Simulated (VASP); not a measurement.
# FeO (rock salt type) (Fm-3m) in VASP: settings compared

FeO (rock salt type) is run at these levels: PBE, r2SCAN; tasks: single point.

Program: VASP 6.6.1. These are calculated values, not measurements. Logs are shortened: lines on timing, memory, paths and dates and some standing lists are left out, and cuts for length are marked.

## (1) The cell of the first run

The structure is cubic, space group Fm-3m (No. 225). The conventional cell has a = 4.092 Å, b = 4.092 Å, c = 4.092 Å, α = 90.00°, β = 90.00°, γ = 90.00°. Fe (site symmetry m-3m) has 6 O at 2.05 Å within 2.7 Å. Within 2.7 Å of O (site symmetry m-3m) lie 6 Fe at 2.05 Å.

## (2) Single point, PBE

Contents of INCAR:

```
  ALGO = Normal
  EDIFF = 1E-6
  ENCUT = 520
  GGA = PE
  ISIF = 2
  ISMEAR = -1
  LASPH = T
  LCHARG = F
  LREAL = F
  LWAVE = F
  NBANDS = 14
  NELM = 100
  PREC = Accurate
  SIGMA = 0.06122561905347299
```

Contents of KPOINTS:

```
k-points
0
Gamma
  46 46 46
```

Contents of POSCAR:

```
FeO
1.0
    0.0000000000      2.0462440999      2.0462440999
    2.0462440999      0.0000000000      2.0462440999
    2.0462440999      2.0462440999      0.0000000000
Fe O
1 1
Direct
    0.0000000000      0.0000000000      0.0000000000
    0.5000000000      0.5000000000      0.5000000000
```

Potentials or basis: VASP PAW PBE potentials, release 64 (Fe, O).

Command:

```bash
> cat potpaw_PBE.64/Fe/POTCAR potpaw_PBE.64/O/POTCAR > POTCAR
> mpirun -np 1 vasp_std > vasp.out
```

OUTCAR:

```text
EDIFF = 1E-6
   ENCUT = 520
   GGA = PE
   ISIF = 2
   ISMEAR = -1
   LASPH = T
   LREAL = F
   NELM = 100
   PREC = Accurate

 ion  position               nearest neighbor table
   1  0.000  0.000  0.000-   2 2.05   2 2.05   2 2.05   2 2.05   2 2.05   2 2.05
   2  0.500  0.500  0.500-   1 2.05   1 2.05   1 2.05   1 2.05   1 2.05   1 2.05

  LATTYP: Found a face centered cubic cell.
 ALAT       =     4.0924881998

  Lattice vectors:

 A1 = (   0.0000000000,   2.0462440999,   2.0462440999)
 A2 = (   2.0462440999,   0.0000000000,   2.0462440999)
 A3 = (   2.0462440999,   2.0462440999,   0.0000000000)

Analysis of symmetry for initial positions (statically):
=====================================================================
 Subroutine PRICEL returns:
 Original cell was already a primitive cell.

 Routine SETGRP: Setting up the symmetry group for a
 face centered cubic supercell.

 Subroutine GETGRP returns: Found 48 space group operations
 (whereof 48 operations were pure point group operations)
 out of a pool of 48 trial point group operations.

The static configuration has the point symmetry O_h .

Analysis of symmetry for dynamics (positions and initial velocities):
=====================================================================
 Subroutine PRICEL returns:
 Original cell was already a primitive cell.

 Routine SETGRP: Setting up the symmetry group for a
 face centered cubic supercell.

 Subroutine GETGRP returns: Found 48 space group operations
 (whereof 48 operations were pure point group operations)
 out of a pool of 48 trial point group operations.

The dynamic configuration has the point symmetry O_h .

 Subroutine INISYM returns: Found 48 space group operations
 (whereof 48 operations are pure point group operations),
 and found     1 'primitive' translations

----------------------------------------------------------------------------------------

                                     Primitive cell

  volume of cell :      17.1357

  direct lattice vectors                    reciprocal lattice vectors
     0.000000000  2.046244100  2.046244100    -0.244350124  0.244350124  0.244350124
     2.046244100  0.000000000  2.046244100     0.244350124 -0.244350124  0.244350124
     2.046244100  2.046244100  0.000000000     0.244350124  0.244350124 -0.244350124

[... 84 lines left out ...]
   LREAL  =      F    real-space projection
   EDIFFG = 0.1E-04   stopping-criterion for IOM
   NSW    =      0    number of steps for IOM
   IBRION =     -1    ionic relax: 0-MD 1-quasi-New 2-CG
   NFREE  =      0    steps in history (QN), initial steepest desc. (CG)
   ISIF   =      2    stress and relaxation
   ISYM   =      2    0-nonsym 1-usesym 2-fastsym
   POTIM  = 0.5000    time-step for ionic-motion
   TEBEG  =    0.0;   TEEND  =   0.0 temperature during run
   PSTRESS=    0.0 pullay stress
   NELECT =      14.0000    total number of electrons
   NUPDOWN=      -1.0000    fix difference up-down
   EMIN   =  10.00;   EMAX   =-10.00  energy-range for DOS
   EFERMI =   0.00;   METHOD = LEGACY
   ISMEAR =    -1;   SIGMA  =   0.06  broadening in eV -4-tet -1-fermi 0-gaus
   EFERMI_NEDOS =   21; number of points for ismear=-14 and -15
   IALGO  =     38    algorithm
   IMIX   =      4    mixing-type and parameters
     AMIX     =   0.40;   BMIX     =  1.00
     AMIX_MAG =   1.60;   BMIX_MAG =  1.00
  volume/ion in A,a.u.               =       8.57        57.82
  Fermi-wavevector in a.u.,A,eV,Ry     =   1.530442  2.892115 31.868263  2.342251
  Thomas-Fermi vector in A             =   2.637924
   LORBIT       =      0    0 simple, 1 ext, 2 COOP (PROOUT), +10 PAW based schemes
   GGA     = PE    functional components
   LHFCALC =     F    Hartree Fock is set to
   AEXX    =    0.0000 exact exchange contribution
   IVDW    =     0    specifies the selected vdW correction
   LEPSILON=     F    determine dielectric tensor
   LRPA    =     F    only Hartree local field effects (RPA)
 non-spin polarized calculation
  energy-cutoff  :      520.00
  volume of cell :       17.14
 maximum number of plane-waves:       483
 NGX is ok and might be reduce to    24
   NGX = 11   NGY = 11   NGZ = 11

 number of electron      13.9999996 magnetization

 Free energy of the ion-electron system (eV)
  ---------------------------------------------------
  ext. energy  EPLUGINS =         0.00000000
  ---------------------------------------------------
  free energy    TOTEN  =       -13.81545899 eV

  energy without entropy =      -13.74901146  energy(sigma->0) =      -13.78223523

 E-fermi :   7.4140     XC(G=0): -13.1176

 val. band max:        7.4139549954   @ k =   0.4565   0.3478   0.0435
 cond. band min:       7.4140379970   @ k =  -0.3696   0.3913   0.1957
 fundamental gap:      0.0000830016
 Fermi energy:         7.4139969897

 k-point     1 :       0.0000    0.0000    0.0000
  band No.  band energies     occupation
      1     -14.4746      2.00000
      2       3.1207      2.00000
      3       3.1207      2.00000
      4       3.1207      2.00000
      5       5.7203      2.00000
      6       5.7205      2.00000
      7       5.7206      2.00000
      8       6.3491      2.00000
      9       6.3494      2.00000
     10       9.2847      0.00000
     11      24.1272      0.00000
     12      26.9627      0.00000
     13      26.9627      0.00000
     14      26.9628      0.00000
[... 377 lines left out ...]
      1     -12.9677      2.00000
      2      -2.0453      2.00000
      3       0.7333      2.00000
      4       0.7334      2.00000
      5       7.0202      1.99678
      6       7.0204      1.99678
      7       7.3362      1.56165
      8       9.5719      0.00000
      9       9.5720      0.00000
     10      12.7462      0.00000
     11      18.2691      0.00000
     12      22.1892      0.00000
     13      22.1892      0.00000
     14      30.4509      0.00000

 [... further k-points ...]
[... 5 lines left out ...]
  --------------------------------------------------------------------------------------
  -------------------------------------------------------------------------------------
  Total        0.1344962      0.1344962      0.1344962      0.0000000      0.0000000     -0.0000000
  in kB       12.5752942     12.5752942     12.5752942      0.0000000      0.0000000     -0.0000000
  external PRESSURE =      12.5752942 kB  Pullay stress =       0.0000000 kB

 VOLUME and BASIS-vectors are now :
 -----------------------------------------------------------------------------
  energy-cutoff  :      520.00
  volume of cell :       17.14
      direct lattice vectors                 reciprocal lattice vectors
     0.000000000  2.046244100  2.046244100    -0.244350124  0.244350124  0.244350124
     2.046244100  0.000000000  2.046244100     0.244350124 -0.244350124  0.244350124
     2.046244100  2.046244100  0.000000000     0.244350124  0.244350124 -0.244350124

 POSITION                                       TOTAL-FORCE (eV/Angst)
 -----------------------------------------------------------------------------------
      0.00000      0.00000      0.00000        -0.000000     -0.000000     -0.000000
      2.04624      2.04624      2.04624         0.000000      0.000000      0.000000
 -----------------------------------------------------------------------------------
    total drift:                                0.000000     -0.000000     -0.000000

  FREE ENERGIE OF THE ION-ELECTRON SYSTEM (eV)
  ---------------------------------------------------
  free  energy   TOTEN  =       -13.8154589939 eV

  energy  without entropy=      -13.7490114615  energy(sigma->0) =      -13.78223523
```

OSZICAR:

```text
N       E                     dE             d eps       ncg     rms          rms(c)
DAV:   1     0.694381716019E+02    0.69438E+02   -0.74245E+03 73650   0.125E+03
DAV:   2    -0.119987523554E+02   -0.81437E+02   -0.71629E+02 74668   0.244E+02
DAV:   3    -0.159764470449E+02   -0.39777E+01   -0.38344E+01 77210   0.596E+01
DAV:   4    -0.160087769362E+02   -0.32330E-01   -0.32314E-01 76616   0.525E+00
DAV:   5    -0.160090845365E+02   -0.30760E-03   -0.30760E-03 79364   0.545E-01    0.150E+01
DAV:   6    -0.150194305675E+02    0.98965E+00   -0.15780E+01 72036   0.646E+01    0.136E+01
DAV:   7    -0.138317777074E+02    0.11877E+01   -0.68475E+00 71212   0.469E+01    0.594E+00
DAV:   8    -0.138224011647E+02    0.93765E-02   -0.41157E-01 78014   0.103E+01    0.141E+00
DAV:   9    -0.138161099469E+02    0.62912E-02   -0.32750E-02 89914   0.307E+00    0.326E-01
DAV:  10    -0.138157367883E+02    0.37316E-03   -0.87132E-03 82312   0.170E+00    0.185E-01
DAV:  11    -0.138154567591E+02    0.28003E-03   -0.13284E-03 89272   0.627E-01    0.159E-02
DAV:  12    -0.138154643820E+02   -0.76229E-05   -0.44374E-05 76086   0.764E-02    0.191E-02
DAV:  13    -0.138154592784E+02    0.51036E-05   -0.19720E-05101500   0.667E-02    0.471E-03
DAV:  14    -0.138154589939E+02    0.28444E-06   -0.75554E-07 38734   0.917E-03
   1 F= -.13815459E+02 E0= -.13782235E+02  d E =-.664475E-01
```

stdout:

```text
POSCAR found type information on POSCAR FeO
 POSCAR found :  2 types and       2 ions
 scaLAPACK will be used
 LDA part: xc-table for (Slater+PW92), standard interpolation
 POSCAR, INCAR and KPOINTS ok, starting setup
 FFT: planning ... GRIDC
 FFT: planning ... GRID_SOFT
 FFT: planning ... GRID
 WAVECAR not read
 entering main loop
```

It took 7.7 min on 1 thread of AMD EPYC 9R14 (Zen 4), shared host; peak memory 0.65 GiB.

What came out:

```yaml
Free_energy: -13.8155 eV
Pressure: 1.3 GPa
Band_gap_on_the_k_mesh: zero (bands 7 and 8 overlap by 1.09 eV)
```

Levels at points of the mesh, in eV from the Fermi level:
```tsv
k point	band 5	band 6	band 7	band 8	band 9	band 10
(0.00, 0.00, 0.00)	-1.69	-1.69	-1.69	-1.06	-1.06	1.87
(0.50, 0.00, 0.00)	-0.39	-0.39	-0.08	2.16	2.16	5.33
(0.50, 0.50, 0.00)	-3.23	-0.45	0.03	0.03	0.29	7.81
```

Caveat: the run has no spin polarisation, though such a crystal can be magnetic; semilocal functionals often make such compounds metallic where correlation or magnetic order opens a gap, which also shifts bond lengths.

## (3) Single point, PBE

This run uses another cell than the first one, of 8.74 Å³/atom.

INCAR is that of step 2.

KPOINTS is that of step 2.

Contents of POSCAR:

```
FeO
1.0
    0.0000000000      2.0597957803      2.0597957803
    2.0597957803      0.0000000000      2.0597957803
    2.0597957803      2.0597957803      0.0000000000
Fe O
1 1
Direct
    0.0000000000      0.0000000000      0.0000000000
    0.5000000000      0.5000000000      0.5000000000
```

Potentials or basis: VASP PAW PBE potentials, release 64 (Fe, O).

Command:

```bash
> cat potpaw_PBE.64/Fe/POTCAR potpaw_PBE.64/O/POTCAR > POTCAR
> mpirun -np 1 vasp_std > vasp.out
```

Run time: 8.1 min. Hardware: 1 thread of AMD EPYC 9R14 (Zen 4), shared host; peak memory 0.66 GiB.

It converged, with:

```yaml
Free_energy: -13.8135 eV
Pressure: -3.4 GPa
Band_gap_on_the_k_mesh: zero (bands 7 and 8 overlap by 1.05 eV)
```

Levels at points of the mesh, in eV from the Fermi level:
```tsv
k point	band 4	band 5	band 6	band 7	band 8	band 9	band 10	band 11
(0.00, 0.00, 0.00)	-4.20	-1.63	-1.63	-1.63	-1.03	-1.03	1.75	16.66
(0.50, 0.00, 0.00)	-6.53	-0.38	-0.38	-0.08	2.10	2.10	5.28	10.65
(0.50, 0.50, 0.00)	-5.43	-3.12	-0.43	0.03	0.03	0.26	7.65	10.22
```

Caveat: the cell stands under tension; the run has no spin polarisation, though such a crystal can be magnetic; semilocal functionals often make such compounds metallic where correlation or magnetic order opens a gap, which also shifts bond lengths.

## (4) Single point, r2SCAN

This run uses another cell than the first one, of 7.88 Å³/atom.

Contents of POSCAR:

```
FeO
1.0
    0.0000000000      1.9901541473      1.9901541473
    1.9901541473      0.0000000000      1.9901541473
    1.9901541473      1.9901541473      0.0000000000
Fe O
1 1
Direct
    0.0000000000      0.0000000000      0.0000000000
    0.5000000000      0.5000000000      0.5000000000
```

Contents of INCAR.step1:

```
  PREC = Accurate
  ENCUT = 520
  ISMEAR = -1
  SIGMA = 0.1
  LREAL = False
  LASPH = True
  NELM = 80
  NBANDS = 14
  GGA = PE
  ALGO = Normal
  EDIFF = 1E-4
  LWAVE = True
  LCHARG = False
```

Contents of INCAR.step2:

```
  PREC = Accurate
  ENCUT = 520
  EDIFF = 1E-6
  ISMEAR = -1
  SIGMA = 0.1
  LREAL = False
  LASPH = True
  NELM = 80
  ALGO = Normal
  ISIF = 2
  LWAVE = False
  LCHARG = False
  METAGGA = R2SCAN
  LMIXTAU = True
  NBANDS = 14
  ISTART = 1
```

Contents of KPOINTS:

```
regular mesh
0
Gamma
  14 14 14
```

Command:

```bash
> cat potpaw_PBE.64/Fe/POTCAR potpaw_PBE.64/O/POTCAR > POTCAR
> cp INCAR.step1 INCAR
> mpirun -np 1 vasp_std > vasp.out
> cp INCAR.step2 INCAR
> mpirun -np 1 vasp_std > vasp.out
```

Wall time 33 s (1 thread of Intel Xeon 6975P-C (Granite Rapids), shared host); peak memory 0.16 GiB.

It converged, with:

```yaml
Free_energy: -21.2966 eV
Pressure: 25.1 GPa
Band_gap_on_the_k_mesh: zero (bands 7 and 8 overlap by 0.20 eV)
```

Levels at points of the mesh, in eV from the Fermi level:
```csv
k point,band 3,band 4,band 5,band 6,band 7,band 8,band 9,band 10,band 11,band 12
"(0.00, 0.00, 0.00)",-4.76,-4.76,-2.18,-2.18,-2.18,-0.44,-0.44,3.14,18.06,21.14
"(0.50, 0.00, 0.00)",-7.40,-7.40,-0.67,-0.67,-0.26,3.22,3.22,6.31,12.77,16.33
"(0.50, 0.50, 0.00)",-6.14,-6.14,-3.86,-0.25,-0.25,0.30,1.30,9.31,12.05,14.22
```

Caveat: the cell stands under pressure; the PAW data sets were made with another functional, which shifts forces and pressure a little; the run has no spin polarisation, though such a crystal can be magnetic; semilocal functionals often make such compounds metallic where correlation or magnetic order opens a gap, which also shifts bond lengths. Spin polarisation is off, so any magnetic state and its effect on volume and gap are missing.

## (5) Single point, r2SCAN

This run uses another cell than the first one, of 8.14 Å³/atom.

Contents of POSCAR:

```
FeO
1.0
    0.0000000000      2.0115552952      2.0115552952
    2.0115552952      0.0000000000      2.0115552952
    2.0115552952      2.0115552952      0.0000000000
Fe O
1 1
Direct
    0.0000000000      0.0000000000      0.0000000000
    0.5000000000      0.5000000000      0.5000000000
```

Contents of INCAR.step1:

```
SYSTEM = FeO
PREC = Accurate
ENCUT = 520
ISMEAR = -1
SIGMA = 0.1
LREAL = .FALSE.
LASPH = .TRUE.
NELM = 60
NBANDS = 14
GGA = PE
ALGO = Normal
EDIFF = 1E-4
LWAVE = .TRUE.
LCHARG = .FALSE.
```

Contents of INCAR.step2:

```
SYSTEM = FeO
PREC = Accurate
ENCUT = 520
EDIFF = 1E-7
ISMEAR = -1
SIGMA = 0.1
LREAL = .FALSE.
LASPH = .TRUE.
NELM = 60
ALGO = Normal
ISIF = 2
LWAVE = .FALSE.
LCHARG = .TRUE.
METAGGA = R2SCAN
LMIXTAU = .TRUE.
LELF = .TRUE.
LVHAR = .TRUE.
NBANDS = 14
ISTART = 1
```

Contents of KPOINTS:

```
Automatic mesh
0
G
  14 14 14
  0 0 0
```

Command:

```bash
> cat potpaw_PBE.64/Fe/POTCAR potpaw_PBE.64/O/POTCAR > POTCAR
> cp INCAR.step1 INCAR
> mpirun -np 1 vasp_std > vasp.out
> cp INCAR.step2 INCAR
> mpirun -np 1 vasp_std > vasp.out
```

Run time: 38 s. Hardware: 1 thread of Intel Xeon 6975P-C (Granite Rapids), shared host; peak memory 0.16 GiB.

Results (log left out):

| Quantity | Value |
| --- | --- |
| Free energy | -21.3599 eV |
| Pressure | 14.2 GPa |
| Band gap on the k mesh | zero (bands 7 and 8 overlap by 0.11 eV) |

Levels at points of the mesh, in eV from the Fermi level:
| k point | band 3 | band 4 | band 5 | band 6 | band 7 | band 8 | band 9 | band 10 | band 11 | band 12 |
| --- | --- | --- | --- | --- | --- | --- | --- | --- | --- | --- |
| (0.00, 0.00, 0.00) | -4.60 | -4.60 | -2.09 | -2.09 | -2.09 | -0.37 | -0.37 | 2.89 | 17.94 | 20.82 |
| (0.50, 0.00, 0.00) | -7.13 | -7.13 | -0.66 | -0.66 | -0.28 | 3.11 | 3.11 | 6.21 | 12.39 | 16.07 |
| (0.50, 0.50, 0.00) | -5.94 | -5.94 | -3.68 | -0.27 | -0.27 | 0.33 | 1.23 | 9.00 | 11.79 | 13.99 |

Caveat: the cell stands under pressure; the PAW data sets were made with another functional, which shifts forces and pressure a little; the run has no spin polarisation, though such a crystal can be magnetic; semilocal functionals often make such compounds metallic where correlation or magnetic order opens a gap, which also shifts bond lengths.

## (6) Summary

| level | cell | k mesh | smearing | gap on the mesh (eV) | pressure (GPa) |
| --- | --- | --- | --- | --- | --- |
| PBE | a = 2.894 Å, angles 60.0°, 2 atoms | 46 × 46 × 46 | fermi-dirac 0.0612256 eV | none | 1.3 |
| PBE | a = 2.913 Å, angles 60.0°, 2 atoms | 46 × 46 × 46 | fermi-dirac 0.0612256 eV | none | -3.4 |
| r2SCAN | a = 2.815 Å, angles 60.0°, 2 atoms | 14 × 14 × 14 | fermi-dirac 0.1 eV | none | 25.1 |
| r2SCAN | a = 2.845 Å, angles 60.0°, 2 atoms | 14 × 14 × 14 | fermi-dirac 0.1 eV | none | 14.2 |

Alike in all rows: task single point; potentials or basis VASP PAW PBE potentials, release 64 (Fe, O); no spin polarisation; cutoff (eV) 520.

Caveats: the run has no spin polarisation, though such a crystal can be magnetic; semilocal functionals often make such compounds metallic where correlation or magnetic order opens a gap, which also shifts bond lengths; the cell stands under pressure (at least some runs); the PAW data sets were made with another functional, which shifts forces and pressure a little (at least some runs); the cell stands under tension (at least some runs).

Total energies depend on the potentials used, so only differences within one code and one set of settings carry meaning.

The gap in the log of VASP goes by the Fermi energy; the results here count the filled bands.